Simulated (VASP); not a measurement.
## Re: relaxation of cell and atoms with LDA

Re:

```
Re
1.0
     0.00000    1.94500    1.94500
     1.94500    0.00000    1.94500
     1.94500    1.94500    0.00000
Re
1
Cartesian
  0.0000 0.0000 0.0000
```

This isn't the form of Re at room conditions, which is hcp.

* Program: VASP 6.6.1
* Task: relaxation of cell and atoms
* Functional: LDA
* Potentials or basis: VASP PAW LDA potentials, release 64 (Re)
* Cutoff: 600 eV
* k mesh: 10 × 10 × 10
* Occupations: gaussian, width 0.05 eV
* Spin: no spin polarisation
* Target pressure: 15 GPa
* Dipole correction: no
* Further INCAR settings: ALGO = Normal; EDIFF = 1e-07; IBRION = 2; EDIFFG = -0.01; NSW = 80; ISIF = 3

- Relaxed volume: 13.97 Å³/atom
- Relaxed cell: a = 2.703 Å, b = 2.703 Å, c = 2.703 Å, α = 60.00°, β = 60.00°, γ = 60.00°
- Space group after relaxing (to 0.1 Å): Fm-3m (No. 225)
- Energy change on relaxing (the run minimises the enthalpy): +15.2 meV/atom
- Ionic steps: 5
- Pressure after relaxing: 15.0 GPa
- Band gap on the k mesh: zero (an odd number of electrons rules out a gap without spin polarisation)

The path:
```csv
step,energy change (eV),largest force (eV/Å),pressure (GPa),volume (Å³)
1,0.0000,0.0000,-7.46,14.72
2,2.0638,0.0000,229.52,10.74
3,0.0062,0.0000,11.33,14.07
4,0.0125,0.0000,13.99,13.99
5,0.0152,0.0000,15.00,13.97
```

Final structure:
```cif
data_structure
_symmetry_space_group_name_H-M 'P 1'
_symmetry_Int_Tables_number 1
_cell_length_a 2.7030
_cell_length_b 2.7030
_cell_length_c 2.7030
_cell_angle_alpha 60.000
_cell_angle_beta 60.000
_cell_angle_gamma 60.000
_cell_volume 13.97
loop_
_atom_site_label
_atom_site_type_symbol
_atom_site_fract_x
_atom_site_fract_y
_atom_site_fract_z
_atom_site_occupancy
Re1 Re 0.00000 0.00000 0.00000 1
```

Levels at points of the mesh, in eV from the Fermi level:
```tsv
k point	band 2	band 3	band 4	band 5	band 6	band 7
(0.00, 0.00, 0.00)	-2.10	-2.10	-2.10	1.32	1.32	14.00
(0.50, 0.00, 0.00)	-2.35	-2.35	0.44	4.12	4.12	10.78
(0.50, 0.50, 0.00)	-6.43	3.17	4.06	4.95	4.95	12.77
```

Run time: 8.2 s on 1 thread of Intel(R) Xeon(R) 6975P-C (Granite Rapids), on a shared host, peak memory 0.15 GiB.

Caveat: the cell is relaxed towards a set pressure, so the run minimises the enthalpy, not the energy; spin-orbit coupling is left out, which moves the levels of the heavy elements.
